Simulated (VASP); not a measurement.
# Ba (Pm-3n) in VASP: single point with PBEsol

Aim: the single point of Ba with PBEsol.

Everything below comes from runs of VASP 6.6.1. Logs are shortened: lines on timing, memory, paths and dates and some standing lists are left out, and cuts for length are marked.

## Step 1: The cell of the first run

It takes space group Pm-3n (No. 223, cubic). The conventional cell has a = 8.077 Å, b = 8.077 Å, c = 8.077 Å, α = 90.00°, β = 90.00°, γ = 90.00°. Ba (site symmetry -4m2) has 14 Ba at 4.04 to 4.95 Å within 5.3 Å.

## Step 2: Single point, PBEsol

INCAR

```
ALGO = Fast
EDIFF = 1E-6
ENCUT = 520
GGA = PS
ISIF = 2
ISMEAR = 0
LASPH = T
LCHARG = T
LELF = T
LREAL = F
LVHAR = T
LWAVE = F
NBANDS = 50
NELM = 80
PREC = Accurate
SIGMA = 0.1
```

KPOINTS

```
k-points
0
Gamma
  2 2 2
```

POSCAR

```
Ba
1.0
    8.0774324986      0.0000000000      0.0000000000
    0.0000000000      8.0774324986      0.0000000000
    0.0000000000      0.0000000000      8.0774324986
Ba
8
Direct
    0.5000000000      0.5000000000      0.5000000000
    0.0000000000      0.0000000000      0.0000000000
    0.2500000000      0.0000000000      0.5000000000
    0.5000000000      0.2500000000      0.0000000000
    0.5000000000      0.7500000000      0.0000000000
    0.7500000000      0.0000000000      0.5000000000
    0.0000000000      0.5000000000      0.7500000000
    0.0000000000      0.5000000000      0.2500000000
```

Potentials or basis: VASP PAW PBE potentials, release 64 (Ba_sv).

Launch:

```
$ cat potpaw_PBE.64/Ba_sv/POTCAR > POTCAR
$ mpirun -np 1 vasp_std > vasp.out
```

OUTCAR:

```text
EDIFF = 1E-6
   ENCUT = 520
   GGA = PS
   ISIF = 2
   ISMEAR = 0
   LASPH = T
   LREAL = F
   NELM = 80
   PREC = Accurate

 ion  position               nearest neighbor table
   1  0.500  0.500  0.500-   3 4.52   4 4.52   5 4.52   6 4.52   7 4.52   8 4.52   4 4.52   5 4.52
                             3 4.52   6 4.52   7 4.52   8 4.52
   2  0.000  0.000  0.000-   3 4.52   4 4.52   5 4.52   6 4.52   7 4.52   8 4.52   3 4.52   6 4.52
                             7 4.52   8 4.52   4 4.52   5 4.52
   3  0.250  0.000  0.500-   6 4.04   6 4.04   1 4.52   2 4.52   1 4.52   2 4.52
   4  0.500  0.250  0.000-   5 4.04   5 4.04   1 4.52   1 4.52   2 4.52   2 4.52
   5  0.500  0.750  0.000-   4 4.04   4 4.04   1 4.52   1 4.52   2 4.52   2 4.52
   6  0.750  0.000  0.500-   3 4.04   3 4.04   1 4.52   2 4.52   1 4.52   2 4.52
   7  0.000  0.500  0.750-   8 4.04   8 4.04   1 4.52   2 4.52   2 4.52   1 4.52
   8  0.000  0.500  0.250-   7 4.04   7 4.04   1 4.52   2 4.52   2 4.52   1 4.52

  LATTYP: Found a simple cubic cell.
 ALAT       =     8.0774324986

  Lattice vectors:

 A1 = (   8.0774324986,   0.0000000000,   0.0000000000)
 A2 = (   0.0000000000,   8.0774324986,   0.0000000000)
 A3 = (   0.0000000000,   0.0000000000,   8.0774324986)

Analysis of symmetry for initial positions (statically):
=====================================================================
 Subroutine PRICEL returns:
 Original cell was already a primitive cell.

 Routine SETGRP: Setting up the symmetry group for a
 simple cubic supercell.

 Subroutine GETGRP returns: Found 48 space group operations
 (whereof 24 operations were pure point group operations)
 out of a pool of 48 trial point group operations.

The static configuration has the point symmetry T_h .
 The point group associated with its full space group is O_h .

Analysis of symmetry for dynamics (positions and initial velocities):
=====================================================================
 Subroutine PRICEL returns:
 Original cell was already a primitive cell.

 Routine SETGRP: Setting up the symmetry group for a
 simple cubic supercell.

 Subroutine GETGRP returns: Found 48 space group operations
 (whereof 24 operations were pure point group operations)
 out of a pool of 48 trial point group operations.

The dynamic configuration has the point symmetry T_h .
 The point group associated with its full space group is O_h .

 Subroutine INISYM returns: Found 48 space group operations
 (whereof 24 operations are pure point group operations),
 and found     1 'primitive' translations

----------------------------------------------------------------------------------------

                                     Primitive cell

  volume of cell :     527.0114

  direct lattice vectors                    reciprocal lattice vectors
     8.077432499  0.000000000  0.000000000     0.123801715  0.000000000  0.000000000
     0.000000000  8.077432499  0.000000000     0.000000000  0.123801715  0.000000000
     0.000000000  0.000000000  8.077432499     0.000000000  0.000000000  0.123801715

  length of vectors
     8.077432499  8.077432499  8.077432499     0.123801715  0.123801715  0.123801715

  position of ions in fractional coordinates (direct lattice)
     0.500000000  0.500000000  0.500000000
     0.000000000  0.000000000  0.000000000
     0.250000000  0.000000000  0.500000000
     0.500000000  0.250000000  0.000000000
     0.500000000  0.750000000  0.000000000
     0.750000000  0.000000000  0.500000000
     0.000000000  0.500000000  0.750000000
     0.000000000  0.500000000  0.250000000

  ion indices of the primitive-cell ions
   primitive index   ion index
                 1           1
                 2           2
                 3           3
                 4           4
                 5           5
                 6           6
                 7           7
                 8           8

----------------------------------------------------------------------------------------

 KPOINTS: k-points

Automatic generation of k-mesh.
 Grid dimensions read from file:
 generate k-points for:    2    2    2

 Generating k-lattice:

  Cartesian coordinates                     Fractional coordinates (reciprocal lattice)
     0.061900858  0.000000000  0.000000000     0.500000000  0.000000000  0.000000000
     0.000000000  0.061900858  0.000000000     0.000000000  0.500000000  0.000000000
     0.000000000  0.000000000  0.061900858     0.000000000  0.000000000  0.500000000

  Length of vectors
     0.061900858  0.061900858  0.061900858

  Shift w.r.t. Gamma in fractional coordinates (k-lattice)
     0.000000000  0.000000000  0.000000000

 Subroutine IBZKPT returns following result:
 ===========================================

 Found      4 irreducible k-points:

 Following reciprocal coordinates:
            Coordinates               Weight
  0.000000  0.000000  0.000000      1.000000
  0.500000  0.000000  0.000000      3.000000
  0.500000  0.500000  0.000000      3.000000
  0.500000  0.500000  0.500000      1.000000
   k-points           NKPTS =      4   k-points in BZ     NKDIM =      4   number of bands    NBANDS=     50
   number of dos      NEDOS =    301   number of ions     NIONS =      8
   total plane-waves  NPLWV = 216000
   dimension x,y,z NGX =    60 NGY =   60 NGZ =   60
   dimension x,y,z NGXF=   120 NGYF=  120 NGZF=  120
   ions per type =               8
   NGX,Y,Z   is equivalent  to a cutoff of  12.35, 12.35, 12.35 a.u.
   NGXF,Y,Z  is equivalent  to a cutoff of  24.70, 24.70, 24.70 a.u.
 SYSTEM =  unknown system
   PREC   = accura    normal or accurate (medium, high low for compatibility)
   ISTART =      0    job   : 0-new  1-cont  2-samecut
   ICHARG =      2    charge: 1-file 2-atom 10-const
   ISPIN  =      1    spin polarized calculation?
   LNONCOLLINEAR =      F non collinear calculations
   LSORBIT =      F    spin-orbit coupling
   LASPH  =      T    aspherical Exc in radial PAW
   ENCUT  =  520.0 eV  38.22 Ry    6.18 a.u.  15.02 15.02 15.02*2*pi/ulx,y,z
   NELM   =     80;   NELMIN=  2; NELMDL= -5     # of ELM steps
   EDIFF  = 0.1E-05   stopping-criterion for ELM
   LREAL  =      F    real-space projection
   EDIFFG = 0.1E-04   stopping-criterion for IOM
   NSW    =      0    number of steps for IOM
   IBRION =     -1    ionic relax: 0-MD 1-quasi-New 2-CG
   NFREE  =      0    steps in history (QN), initial steepest desc. (CG)
   ISIF   =      2    stress and relaxation
   ISYM   =      2    0-nonsym 1-usesym 2-fastsym
   POTIM  = 0.5000    time-step for ionic-motion
   TEBEG  =    0.0;   TEEND  =   0.0 temperature during run
   PSTRESS=    0.0 pullay stress
   NELECT =      80.0000    total number of electrons
   NUPDOWN=      -1.0000    fix difference up-down
   EMIN   =  10.00;   EMAX   =-10.00  energy-range for DOS
   EFERMI =   0.00;   METHOD = LEGACY
   ISMEAR =     0;   SIGMA  =   0.10  broadening in eV -4-tet -1-fermi 0-gaus
   EFERMI_NEDOS =   21; number of points for ismear=-14 and -15
   IALGO  =     68    algorithm
   IMIX   =      4    mixing-type and parameters
     AMIX     =   0.40;   BMIX     =  1.00
     AMIX_MAG =   1.60;   BMIX_MAG =  1.00
  volume/ion in A,a.u.               =      65.88       444.56
  Fermi-wavevector in a.u.,A,eV,Ry     =   0.873303  1.650303 10.376588  0.762658
  Thomas-Fermi vector in A             =   1.992674
   LORBIT       =      0    0 simple, 1 ext, 2 COOP (PROOUT), +10 PAW based schemes
   GGA     = PS    functional components
   LHFCALC =     F    Hartree Fock is set to
   AEXX    =    0.0000 exact exchange contribution
   IVDW    =     0    specifies the selected vdW correction
   LEPSILON=     F    determine dielectric tensor
   LRPA    =     F    only Hartree local field effects (RPA)
 non-spin polarized calculation
 RMM-DIIS sequential band-by-band and
 Gauss-broadening in eV      SIGMA  =   0.10
  energy-cutoff  :      520.00
  volume of cell :      527.01
 maximum number of plane-waves:     14328
   NGX = 31   NGY = 31   NGZ = 31

 number of electron      79.9999989 magnetization

 Free energy of the ion-electron system (eV)
  ---------------------------------------------------
  ext. energy  EPLUGINS =         0.00000000
  ---------------------------------------------------
  free energy    TOTEN  =       -16.51056084 eV

  energy without entropy =      -16.43177550  energy(sigma->0) =      -16.47116817

 E-fermi :   1.5736     XC(G=0):  -7.3549

 val. band max:        1.4975098699   @ k =   0.5000   0.0000   0.0000
 cond. band min:       1.6226781707   @ k =   0.0000   0.0000   0.0000
 fundamental gap:      0.1251683008
 Fermi energy:         1.5735992931

 k-point     1 :       0.0000    0.0000    0.0000
  band No.  band energies     occupation
      1     -27.6348      2.00000
      2     -27.6319      2.00000
      3     -27.4955      2.00000
      4     -27.4884      2.00000
      5     -27.4884      2.00000
      6     -27.4457      2.00000
[... 42 lines left out ...]
     49       1.9480      0.00000
     50       2.1552      0.00000

 k-point     2 :       0.5000    0.0000    0.0000
  band No.  band energies     occupation
      1     -27.6328      2.00000
      2     -27.6328      2.00000
      3     -27.4916      2.00000
      4     -27.4916      2.00000
      5     -27.4681      2.00000
      6     -27.4681      2.00000
[... 42 lines left out ...]
     49       2.1276      0.00000
     50       2.1689      0.00000

 k-point     3 :       0.5000    0.5000    0.0000
  band No.  band energies     occupation
      1     -27.6324      2.00000
      2     -27.6324      2.00000
      3     -27.4918      2.00000
      4     -27.4722      2.00000
      5     -27.4684      2.00000
      6     -27.4684      2.00000
[... 42 lines left out ...]
     49       2.1630      0.00000
     50       2.1860      0.00000

 k-point     4 :       0.5000    0.5000    0.5000
  band No.  band energies     occupation
      1     -27.6320      2.00000
      2     -27.6320      2.00000
      3     -27.4689      2.00000
      4     -27.4689      2.00000
      5     -27.4689      2.00000
      6     -27.4689      2.00000
[... 42 lines left out ...]
     49       2.2100      0.00000
     50       2.4774      0.00000

------------------------ aborting loop because EDIFF is reached ----------------------------------------

  FORCE on cell =-STRESS in cart. coord.  units (eV):
  Direction    XX          YY          ZZ          XY          YZ          ZX
  --------------------------------------------------------------------------------------
  -------------------------------------------------------------------------------------
  Total       -3.2015742     -3.2015742     -3.2015742      0.0000000      0.0000000      0.0000000
  in kB       -9.7331662     -9.7331662     -9.7331662      0.0000000      0.0000000      0.0000000
  external PRESSURE =      -9.7331662 kB  Pullay stress =       0.0000000 kB

 VOLUME and BASIS-vectors are now :
 -----------------------------------------------------------------------------
  energy-cutoff  :      520.00
  volume of cell :      527.01
      direct lattice vectors                 reciprocal lattice vectors
     8.077432499  0.000000000  0.000000000     0.123801715  0.000000000  0.000000000
     0.000000000  8.077432499  0.000000000     0.000000000  0.123801715  0.000000000
     0.000000000  0.000000000  8.077432499     0.000000000  0.000000000  0.123801715

 POSITION                                       TOTAL-FORCE (eV/Angst)
 -----------------------------------------------------------------------------------
      4.03872      4.03872      4.03872         0.000000      0.000000     -0.000000
      0.00000      0.00000      0.00000         0.000000      0.000000     -0.000000
      2.01936      0.00000      4.03872        -0.000000     -0.000000      0.000000
      4.03872      2.01936      0.00000        -0.000000      0.000000     -0.000000
      4.03872      6.05807      0.00000        -0.000000      0.000000      0.000000
      6.05807      0.00000      4.03872         0.000000     -0.000000     -0.000000
      0.00000      4.03872      6.05807         0.000000     -0.000000     -0.000000
      0.00000      4.03872      2.01936         0.000000     -0.000000     -0.000000
 -----------------------------------------------------------------------------------
    total drift:                                0.000000      0.000000     -0.000000

  FREE ENERGIE OF THE ION-ELECTRON SYSTEM (eV)
  ---------------------------------------------------
  free  energy   TOTEN  =       -16.5105608438 eV

  energy  without entropy=      -16.4317755012  energy(sigma->0) =      -16.47116817
```

It took 6.4 min on 1 thread of Intel Xeon Platinum 8488C (Sapphire Rapids), shared host; peak memory 0.51 GiB.

Results:

| Item | Value |
| --- | --- |
| Free energy | -16.5106 eV |
| Pressure | -1.0 GPa |
| Band gap on the k mesh | zero (filled and empty bands touch) |

Levels at points of the mesh, in eV from the Fermi level:
| k point | band 36 | band 37 | band 38 | band 39 | band 40 | band 41 | band 42 | band 43 | band 44 | band 45 |
| --- | --- | --- | --- | --- | --- | --- | --- | --- | --- | --- |
| (0.00, 0.00, 0.00) | -0.87 | -0.23 | -0.23 | -0.23 | 0.05 | 0.05 | 0.05 | 0.07 | 0.07 | 0.07 |
| (0.50, 0.00, 0.00) | -0.91 | -0.51 | -0.51 | -0.08 | -0.08 | 0.08 | 0.08 | 0.21 | 0.22 | 0.47 |
| (0.50, 0.50, 0.00) | -1.41 | -0.76 | -0.60 | -0.60 | -0.13 | 0.22 | 0.22 | 0.38 | 0.50 | 0.52 |
| (0.50, 0.50, 0.50) | -0.97 | -0.97 | -0.97 | -0.96 | -0.96 | 0.25 | 0.25 | 0.25 | 0.25 | 0.62 |

Caveat: the k points lie up to 0.39 Å⁻¹ apart; the PAW data sets were made with another functional, which shifts forces and pressure a little; spin-orbit coupling is left out, which moves the levels of the heavy elements.

The gap in the log of VASP goes by the Fermi energy; the results here count the filled bands.